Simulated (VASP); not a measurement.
A run of VASP 6.6.1 is set up as follows.

File POSCAR:

```
NaI
1.0
    0.0000000000      3.2364000000      3.2364000000
    3.2364000000      0.0000000000      3.2364000000
    3.2364000000      3.2364000000      0.0000000000
Na I
1 1
Direct
    0.0000000000      0.0000000000      0.0000000000
    0.5000000000      0.5000000000      0.5000000000
```

Contents of INCAR.step1:

```
  PREC = Accurate
  ENCUT = 600
  ISMEAR = -1
  SIGMA = 0.02
  LREAL = False
  LASPH = True
  NELM = 100
  GGA = PE
  ALGO = Normal
  EDIFF = 1E-4
  LWAVE = True
  LCHARG = False
```

INCAR.step2

```
  PREC = Accurate
  ENCUT = 600
  EDIFF = 1E-6
  ISMEAR = -1
  SIGMA = 0.02
  LREAL = False
  LASPH = True
  NELM = 100
  ALGO = Normal
  ISIF = 3
  LWAVE = False
  LCHARG = False
  METAGGA = R2SCAN
  LMIXTAU = True
  IBRION = 2
  NSW = 80
  EDIFFG = -0.01
  ISTART = 1
```

Contents of KPOINTS:

```
regular mesh
0
Gamma
  8 8 8
```

Potentials or basis: VASP PAW PBE potentials, release 64 (Na_pv, I).

The run is started by

```bash
$ cat potpaw_PBE.64/Na_pv/POTCAR potpaw_PBE.64/I/POTCAR > POTCAR
$ cp INCAR.step1 INCAR
$ mpirun -np 1 vasp_std > vasp.out
$ cp INCAR.step2 INCAR
$ mpirun -np 1 vasp_std > vasp.out
```

Problem. What does it give for the band gap on the k mesh?

Solution. 4.48 eV.

Problem. What does it give for the relaxed cell?

Solution. a = 4.557 Å, b = 4.557 Å, c = 4.557 Å, α = 60.00°, β = 60.00°, γ = 60.00°.

Problem. Estimate the relaxed volume.

Solution. 33.46 Å³/atom.

The path:
```
step  energy change (eV)  largest force (eV/Å)  pressure (GPa)  volume (Å³)
   1              0.0000                0.0000           -0.21        67.80
   2             -0.0005                0.0000           -0.11        67.36
   3             -0.0006                0.0000           -0.09        67.21
   4             -0.0008                0.0000            0.01        66.91
```

Caveat: the PAW data sets were made with another functional, which shifts forces and pressure a little; spin-orbit coupling is left out, which moves the levels of the heavy elements. r2SCAN opens gaps a little over a GGA but as a rule still falls short of measured ones.
